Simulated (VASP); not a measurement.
# Nb2As5 in VASP: single point with PBEsol

Aim: the single point of Nb2As5 with PBEsol.

All numbers are computed with VASP 6.6.1; they aren't measurements. Logs are shortened: lines on timing, memory, paths and dates and some standing lists are left out, and cuts for length are marked.

## (1) The cell of the first run

The cell holds a slab with vacuum, 14 atoms: a = 3.361 Å, b = 4.960 Å, c = 28.929 Å, α = 90.00°, β = 90.00°, γ = 109.81°.

## (2) Single point, PBEsol

Input file INCAR:

```
SYSTEM = Nb2As5
ALGO = Normal
DIPOL = 0.5 0.5 0.500
EDIFF = 1E-6
ENCUT = 520
GGA = PS
IDIPOL = 3
ISIF = 2
ISMEAR = 0
ISYM = 0
LASPH = .TRUE.
LCHARG = .FALSE.
LDIPOL = .TRUE.
LREAL = .FALSE.
LWAVE = .FALSE.
NBANDS = 64
NELM = 100
PREC = Accurate
SIGMA = 0.1
```

Input file KPOINTS:

```
k-points
0
G
  11 8 1
  0 0 0
```

Input file POSCAR:

```
Nb2As5
1.0
    3.3614136327      0.0000000000      0.0000000000
   -1.6807068163      4.6665806806      0.0000000000
    0.0000000000      0.0000000000     28.9292680915
As Nb
10 4
Direct
    0.3939236350      0.7878284974      0.2525337109
    0.0829458111      0.1658970759      0.2726758921
    0.7686099826      0.5372960822      0.3568436089
    0.0471403864      0.0940767893      0.4092303578
    0.7430966816      0.4861092825      0.4936671110
    0.4827349159      0.9655541966      0.5063313130
    0.1786873746      0.3575787947      0.5907693172
    0.4572170364      0.9143583181      0.6431573831
    0.1428876594      0.2857693056      0.7273255607
    0.8319100345      0.6638383659      0.7474663270
    0.4863299906      0.9725092626      0.3376460722
    0.3311736450      0.6623315124      0.4284568122
    0.8946565690      0.7893289735      0.5715424211
    0.7394955757      0.4791421391      0.6623541128
```

Potentials or basis: VASP PAW PBE potentials, release 64 (As, Nb_sv).

Command:

```bash
cat potpaw_PBE.64/As/POTCAR potpaw_PBE.64/Nb_sv/POTCAR > POTCAR
mpirun -np 1 vasp_std > vasp.out
```

OUTCAR:

```text
SYSTEM = Nb2As5
   EDIFF = 1E-6
   ENCUT = 520
   GGA = PS
   ISIF = 2
   ISMEAR = 0
   ISYM = 0
   LASPH = .TRUE.
   LREAL = .FALSE.
   NELM = 100
   PREC = Accurate

 ion  position               nearest neighbor table
   1  0.394  0.788  0.253-   2 2.51   2 2.51  11 2.61
   2  0.083  0.166  0.273-   1 2.51   1 2.51  11 2.68  11 2.68
   3  0.769  0.537  0.357-  11 2.69  11 2.69  11 2.69  12 2.73  12 2.73
   4  0.047  0.094  0.409-  12 2.68  12 2.68  12 2.71  11 2.73  11 2.73
   5  0.743  0.486  0.494-   6 2.46  12 2.66  12 2.66  13 2.66   6 2.82   6 2.82
   6  0.483  0.966  0.506-   5 2.46  13 2.66  13 2.66  12 2.66   5 2.82   5 2.82
   7  0.179  0.358  0.591-  13 2.68  13 2.68  13 2.71  14 2.73  14 2.73
   8  0.457  0.914  0.643-  14 2.69  14 2.69  14 2.69  13 2.73  13 2.73
   9  0.143  0.286  0.727-  10 2.51  10 2.51  14 2.68  14 2.68
  10  0.832  0.664  0.747-   9 2.51   9 2.51  14 2.61
  11  0.486  0.973  0.338-   1 2.61   2 2.68   2 2.68   3 2.69   3 2.69   3 2.69   4 2.73   4 2.73
                            12 3.00
  12  0.331  0.662  0.428-   5 2.66   5 2.66   6 2.66   4 2.68   4 2.68   4 2.71   3 2.73   3 2.73
                            11 3.00
  13  0.895  0.789  0.572-   6 2.66   6 2.66   5 2.66   7 2.68   7 2.68   7 2.71   8 2.73   8 2.73
                            14 3.00
  14  0.739  0.479  0.662-  10 2.61   9 2.68   9 2.68   8 2.69   8 2.69   8 2.69   7 2.73   7 2.73
                            13 3.00

IMPORTANT INFORMATION: All symmetrisations will be switched off!
NOSYMM: (Re-)initialisation of all symmetry stuff for point group C_1.

----------------------------------------------------------------------------------------

                                     Primitive cell

  volume of cell :     453.7934

  direct lattice vectors                    reciprocal lattice vectors
     3.361413633  0.000000000  0.000000000     0.297493885  0.107144831  0.000000000
    -1.680706816  4.666580681  0.000000000     0.000000000  0.214289663  0.000000000
     0.000000000  0.000000000 28.929268091     0.000000000  0.000000000  0.034567069

  length of vectors
     3.361413633  4.960015187 28.929268091     0.316200295  0.214289663  0.034567069

  position of ions in fractional coordinates (direct lattice)
     0.393923635  0.787828497  0.252533711
     0.082945811  0.165897076  0.272675892
     0.768609983  0.537296082  0.356843609
     0.047140386  0.094076789  0.409230358
     0.743096682  0.486109283  0.493667111
     0.482734916  0.965554197  0.506331313
     0.178687375  0.357578795  0.590769317
     0.457217036  0.914358318  0.643157383
     0.142887659  0.285769306  0.727325561
     0.831910034  0.663838366  0.747466327
     0.486329991  0.972509263  0.337646072
     0.331173645  0.662331512  0.428456812
     0.894656569  0.789328973  0.571542421
     0.739495576  0.479142139  0.662354113

  ion indices of the primitive-cell ions
   primitive index   ion index
                 1           1
                 2           2
                 3           3
                 4           4
                 5           5
                 6           6
                 7           7
                 8           8
                 9           9
                10          10
                11          11
                12          12
                13          13
                14          14

----------------------------------------------------------------------------------------

 KPOINTS: k-points

Automatic generation of k-mesh.
 Grid dimensions read from file:
 generate k-points for:   11    8    1

 Generating k-lattice:

  Cartesian coordinates                     Fractional coordinates (reciprocal lattice)
     0.027044899  0.009740439  0.000000000     0.090909091  0.000000000  0.000000000
     0.000000000  0.026786208  0.000000000     0.000000000  0.125000000  0.000000000
     0.000000000  0.000000000  0.034567069     0.000000000  0.000000000  1.000000000

  Length of vectors
     0.028745481  0.026786208  0.034567069

  Shift w.r.t. Gamma in fractional coordinates (k-lattice)
     0.000000000  0.000000000  0.000000000

 -----------------------------------------------------------------------------
|                                                                             |
|           W    W    AA    RRRRR   N    N  II  N    N   GGGG   !!!           |
|           W    W   A  A   R    R  NN   N  II  NN   N  G    G  !!!           |
|           W    W  A    A  R    R  N N  N  II  N N  N  G       !!!           |
[... 26 lines left out ...]
  0.181818  0.000000  0.000000      2.000000
  0.272727 -0.000000  0.000000      2.000000
  0.363636  0.000000  0.000000      2.000000
  0.454545  0.000000  0.000000      2.000000
[... 16 lines left out ...]
  0.454545  0.250000  0.000000      2.000000
 -0.454545  0.250000  0.000000      2.000000
 [... further k-points ...]
   k-points           NKPTS =     45   k-points in BZ     NKDIM =     45   number of bands    NBANDS=     64
   number of dos      NEDOS =    301   number of ions     NIONS =     14
   total plane-waves  NPLWV = 241920
   dimension x,y,z NGX =    28 NGY =   40 NGZ =  216
   dimension x,y,z NGXF=    56 NGYF=   80 NGZF=  432
   ions per type =              10   4
   NGX,Y,Z   is equivalent  to a cutoff of  13.85, 13.41, 12.41 a.u.
   NGXF,Y,Z  is equivalent  to a cutoff of  27.70, 26.81, 24.83 a.u.
 SYSTEM =  Nb2As5
   PREC   = accura    normal or accurate (medium, high low for compatibility)
   ISTART =      0    job   : 0-new  1-cont  2-samecut
   ICHARG =      2    charge: 1-file 2-atom 10-const
   ISPIN  =      1    spin polarized calculation?
   LNONCOLLINEAR =      F non collinear calculations
   LSORBIT =      F    spin-orbit coupling
   LASPH  =      T    aspherical Exc in radial PAW
   ENCUT  =  520.0 eV  38.22 Ry    6.18 a.u.   6.25  9.22 53.79*2*pi/ulx,y,z
   NELM   =    100;   NELMIN=  2; NELMDL= -5     # of ELM steps
   EDIFF  = 0.1E-05   stopping-criterion for ELM
   LREAL  =      F    real-space projection
   EDIFFG = 0.1E-04   stopping-criterion for IOM
   NSW    =      0    number of steps for IOM
   IBRION =     -1    ionic relax: 0-MD 1-quasi-New 2-CG
   NFREE  =      0    steps in history (QN), initial steepest desc. (CG)
   ISIF   =      2    stress and relaxation
   ISYM   =      0    0-nonsym 1-usesym 2-fastsym
   POTIM  = 0.5000    time-step for ionic-motion
   TEBEG  =    0.0;   TEEND  =   0.0 temperature during run
   PSTRESS=    0.0 pullay stress
   NELECT =     102.0000    total number of electrons
   NUPDOWN=      -1.0000    fix difference up-down
   EMIN   =  10.00;   EMAX   =-10.00  energy-range for DOS
   EFERMI =   0.00;   METHOD = LEGACY
   ISMEAR =     0;   SIGMA  =   0.10  broadening in eV -4-tet -1-fermi 0-gaus
   EFERMI_NEDOS =   21; number of points for ismear=-14 and -15
   IALGO  =     38    algorithm
   IMIX   =      4    mixing-type and parameters
     AMIX     =   0.40;   BMIX     =  1.00
     AMIX_MAG =   1.60;   BMIX_MAG =  1.00
  volume/ion in A,a.u.               =      32.41       218.74
  Fermi-wavevector in a.u.,A,eV,Ry     =   0.995380  1.880995 13.480393  0.990781
  Thomas-Fermi vector in A             =   2.127396
   LORBIT       =      0    0 simple, 1 ext, 2 COOP (PROOUT), +10 PAW based schemes
   GGA     = PS    functional components
   LHFCALC =     F    Hartree Fock is set to
   AEXX    =    0.0000 exact exchange contribution
   IVDW    =     0    specifies the selected vdW correction
   LEPSILON=     F    determine dielectric tensor
   LRPA    =     F    only Hartree local field effects (RPA)
 non-spin polarized calculation
 Gauss-broadening in eV      SIGMA  =   0.10
  energy-cutoff  :      520.00
  volume of cell :      453.79
 maximum number of plane-waves:     12257
 NGX is ok and might be reduce to    28
   NGX = 13   NGY = 19   NGZ =107

 dipolmoment           0.000000      0.000000      0.000000 electrons x Angstroem

 number of electron     102.0000001 magnetization

 dipolmoment           0.000000      0.000000     -0.000006 electrons x Angstroem

 Free energy of the ion-electron system (eV)
  ---------------------------------------------------
  ext. energy  EPLUGINS =         0.00000000
  ---------------------------------------------------
  free energy    TOTEN  =      -100.43317063 eV

  energy without entropy =     -100.42182505  energy(sigma->0) =     -100.42749784

 E-fermi :   2.2289     XC(G=0):  -6.8846

 val. band max:        2.2282802338   @ k =   0.0909   0.1250   0.0000
 cond. band min:       2.2382093949   @ k =  -0.0909   0.1250   0.0000
 fundamental gap:      0.0099291611
 Fermi energy:         2.2289408827

 k-point     1 :       0.0000    0.0000    0.0000
  band No.  band energies     occupation
      1     -52.6203      2.00000
      2     -52.6202      2.00000
      3     -52.5859      2.00000
      4     -52.5856      2.00000
      5     -28.9660      2.00000
      6     -28.9605      2.00000
[... 1573 lines left out ...]
     62       5.1166      0.00000
     63       5.4682      0.00000

 [... further k-points ...]

 [bands above 63 left out]

------------------------ aborting loop because EDIFF is reached ----------------------------------------

 vacuum level on the upper side and lower side of the slab       (xc-potential included)        -0.173        -0.173

  FORCE on cell =-STRESS in cart. coord.  units (eV):
  Direction    XX          YY          ZZ          XY          YZ          ZX
  --------------------------------------------------------------------------------------
  -------------------------------------------------------------------------------------
  Total        1.7651302     -2.0114940      0.1858207      0.0001185      0.1132167      0.0004216
  in kB        6.2320245     -7.1018441      0.6560643      0.0004185      0.3997265      0.0014885
  external PRESSURE =      -0.0712518 kB  Pullay stress =       0.0000000 kB

 VOLUME and BASIS-vectors are now :
 -----------------------------------------------------------------------------
  energy-cutoff  :      520.00
  volume of cell :      453.79
      direct lattice vectors                 reciprocal lattice vectors
     3.361413633  0.000000000  0.000000000     0.297493885  0.107144831  0.000000000
    -1.680706816  4.666580681  0.000000000     0.000000000  0.214289663  0.000000000
     0.000000000  0.000000000 28.929268091     0.000000000  0.000000000  0.034567069

 POSITION                                       TOTAL-FORCE (eV/Angst)
 -----------------------------------------------------------------------------------
      0.00003      3.67647      7.30562         0.000004     -0.059912     -0.034963
     -0.00001      0.77417      7.88831         0.000405      0.064586      0.005074
      1.68058      2.50734     10.32322        -0.000064     -0.011728     -0.003576
      0.00034      0.43902     11.83873        -0.000184      0.004538      0.020262
      1.68085      2.26847     14.28143        -0.000138      0.013206      0.006833
     -0.00014      4.50584     14.64779         0.000094     -0.013211     -0.006492
     -0.00034      1.66867     17.09052         0.000198     -0.004383     -0.020250
      0.00013      4.26693     18.60607         0.000047      0.011597      0.003322
      0.00001      1.33357     21.04100        -0.000402     -0.064695     -0.005181
      1.68068      3.09786     21.62365        -0.000036      0.059924      0.034867
      0.00025      4.53829      9.76785        -0.000587      0.000219      0.021287
      0.00003      3.09082     12.39494         0.000323     -0.007274     -0.020559
      1.68068      3.68347     16.53430        -0.000342      0.006932      0.020679
      1.68045      2.23596     19.16142         0.000682      0.000203     -0.021304
 -----------------------------------------------------------------------------------
    total drift:                                0.000208      0.000006      0.000071

  FREE ENERGIE OF THE ION-ELECTRON SYSTEM (eV)
  ---------------------------------------------------
  free  energy   TOTEN  =      -100.4331706343 eV

  energy  without entropy=     -100.4218250454  energy(sigma->0) =     -100.42749784

 vacuum level on the upper side and lower side of the slab         7.012         7.012
```

Run time: 1.5 h. Hardware: 1 thread of Intel Xeon 8259CL, shared host; peak memory 1.2 GiB.

What came out:

* Free energy: -100.4332 eV
* Largest force: 0.069 eV/Å
* Band gap on the k mesh: zero (bands 51 and 52 overlap by 0.93 eV)

Forces on the atoms (eV/Å):
```
As   0.000 -0.060 -0.035
As   0.000  0.065  0.005
As   0.000 -0.012 -0.004
As   0.000  0.005  0.020
As   0.000  0.013  0.007
As   0.000 -0.013 -0.006
As   0.000 -0.004 -0.020
As   0.000  0.012  0.003
As   0.000 -0.065 -0.005
As   0.000  0.060  0.035
Nb  -0.001  0.000  0.021
Nb   0.000 -0.007 -0.021
Nb   0.000  0.007  0.021
Nb   0.001  0.000 -0.021
```

Caveat: the PAW data sets were made with another functional, which shifts forces and pressure a little.
